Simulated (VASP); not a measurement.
## CdHg2Se3: relaxation of cell and atoms with PBE

The system is CdHg2Se3.

```
Cd Hg Se
1.0
     4.42518    0.00000    0.00000
    -2.21259    3.83232    0.00000
     0.00000    0.00000   10.81478
Cd Hg Se
1 2 3
Cartesian
  0.0000 0.0000 0.0071
  2.2126 1.2774 7.2201
  0.0000 2.5549 3.5946
  0.0000 0.0000 8.1283
  2.2126 1.2774 4.5083
  0.0000 2.5549 0.8749
```

```yaml
Program: VASP 6.6.1
Task: relaxation of cell and atoms
Functional: PBE
Potentials_or_basis: VASP PAW PBE potentials, release 64 (Cd, Hg, Se)
Cutoff: 600 eV
k_mesh: 12 × 12 × 4
Occupations: gaussian, width 0.1 eV
Spin: no spin polarisation
Dipole_correction: no
Further_INCAR_settings: ALGO = Fast; EDIFF = 1e-06; IBRION = 2; EDIFFG = -0.01; NSW = 100; ISIF = 3
```

```
Relaxed volume                        : 30.50 Å³/atom
Relaxed cell                          : a = 4.421 Å, b = 4.421 Å, c = 10.810 Å, α = 90.00°, β = 90.00°, γ = 120.00°
Space group after relaxing (to 0.1 Å) : P3m1 (No. 156)
Energy gained by relaxing             : 0.0 meV/atom
Ionic steps                           : 2
Pressure after relaxing               : 0.0 GPa
Largest force after relaxing          : 0.010 eV/Å
Band gap on the k mesh                : zero (filled and empty bands touch)
```

Forces on the atoms (eV/Å):
```
Cd   0.000  0.000  0.010
Hg   0.000  0.000 -0.002
Hg   0.000  0.000 -0.004
Se   0.000  0.000  0.000
Se   0.000  0.000 -0.001
Se   0.000  0.000 -0.003
```

Step by step:
| step | energy change (eV) | largest force (eV/Å) | pressure (GPa) | volume (Å³) |
| --- | --- | --- | --- | --- |
| 1 | 0.0000 | 0.0181 | -0.08 | 183.40 |
| 2 | -0.0001 | 0.0099 | 0.02 | 182.98 |

Final structure:
```cif
data_structure
_symmetry_space_group_name_H-M 'P 1'
_symmetry_Int_Tables_number 1
_cell_length_a 4.4210
_cell_length_b 4.4210
_cell_length_c 10.8099
_cell_angle_alpha 90.000
_cell_angle_beta 90.000
_cell_angle_gamma 120.000
_cell_volume 182.98
loop_
_atom_site_label
_atom_site_type_symbol
_atom_site_fract_x
_atom_site_fract_y
_atom_site_fract_z
_atom_site_occupancy
Cd1 Cd 0.00000 0.00000 0.00074 1
Hg1 Hg 0.66667 0.33333 0.66761 1
Hg2 Hg 0.33333 0.66667 0.33236 1
Se1 Se 0.00000 0.00000 0.75156 1
Se2 Se 0.66667 0.33333 0.41686 1
Se3 Se 0.33333 0.66667 0.08087 1
```

Levels at points of the mesh, in eV from the Fermi level:
```
           k point  band 24  band 25  band 26  band 27  band 28  band 29  band 30  band 31
(0.00, 0.00, 0.00)    -0.60    -0.60    -0.10    -0.07    -0.07     1.15     1.67     5.58
(0.50, 0.00, 0.00)    -1.74    -1.59    -1.24    -1.09     2.13     2.38     3.07     3.16
(0.00, 0.00, 0.50)    -0.40    -0.40    -0.19    -0.19     0.75     0.95     1.61     5.17
(0.50, 0.00, 0.50)    -1.78    -1.65    -0.86    -0.86     1.32     2.81     3.16     3.92
```

Run time: 20 min on 1 thread of Oxide Virtual Turin-like Processor, on a shared host, peak memory 0.66 GiB.

Caveat: semilocal functionals underestimate gaps, so a narrow gap can read as zero; spin-orbit coupling is left out, which moves the levels of the heavy elements.
